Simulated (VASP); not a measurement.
TiSe: relaxation of shape and atoms at fixed volume with PBEsol

The system is TiSe.

```
Ti Se
1.0
     3.48279    0.00000    0.00000
    -1.74140    3.01619    0.00000
     0.00000    0.00000    6.90613
Ti Se
2 2
Direct
  0.00000 0.00000 0.00000
  0.00000 0.00000 0.50000
  0.33333 0.66667 0.25000
  0.66667 0.33333 0.75000
```

```yaml
Program: VASP 6.6.1
Task: relaxation of shape and atoms at fixed volume
Functional: PBEsol
Potentials_or_basis: VASP PAW PBE potentials, release 64 (Ti_sv, Se)
Cutoff: 600 eV
k_mesh: 12 × 12 × 8
Occupations: gaussian, width 0.1 eV
Spin: no spin polarisation
Dipole_correction: no
Further_INCAR_settings: ALGO = Normal; EDIFF = 1e-06; IBRION = 2; EDIFFG = -0.01; NSW = 50; ISIF = 4
```

The energy gained by relaxing is 0.3 meV/atom, the ionic steps are 3 and the pressure after relaxing is -9.4 GPa. The band gap on the k mesh is zero (bands 18 and 19 overlap by 0.40 eV).

The path:
```
step  energy change (eV)  largest force (eV/Å)  pressure (GPa)  volume (Å³)
   1              0.0000                0.0000           -9.53        72.55
   2             -0.0011                0.0000           -9.42        72.55
   3             -0.0014                0.0000           -9.36        72.55
```

Final structure:
```
Ti Se
1.0
     3.49356    0.00000    0.00000
    -1.74678    3.02551    0.00000
     0.00000    0.00000    6.86361
Ti Se
2 2
Direct
  0.00000 0.00000 0.00000
  0.00000 0.00000 0.50000
  0.33333 0.66667 0.25000
  0.66667 0.33333 0.75000
```

Levels at points of the mesh, in eV from the Fermi level:
```csv
k point,band 15,band 16,band 17,band 18,band 19,band 20,band 21,band 22
"(0.00, 0.00, 0.00)",-1.81,-1.09,-1.09,-0.21,-0.21,-0.01,-0.01,0.98
"(0.50, 0.00, 0.00)",-3.79,-2.67,-1.66,-0.76,0.53,1.38,1.51,1.57
"(0.00, 0.00, 0.50)",-2.54,-2.54,-0.03,-0.03,0.32,0.32,0.32,0.32
"(0.50, 0.00, 0.50)",-3.33,-3.33,-1.07,-1.07,1.42,1.42,1.44,1.44
```

It took 4 min on 1 thread of Intel(R) Xeon(R) 6975P-C (Granite Rapids), with other jobs on the host, peak memory 0.32 GiB.

Caveat: the PAW data sets were made with another functional, which shifts forces and pressure a little.
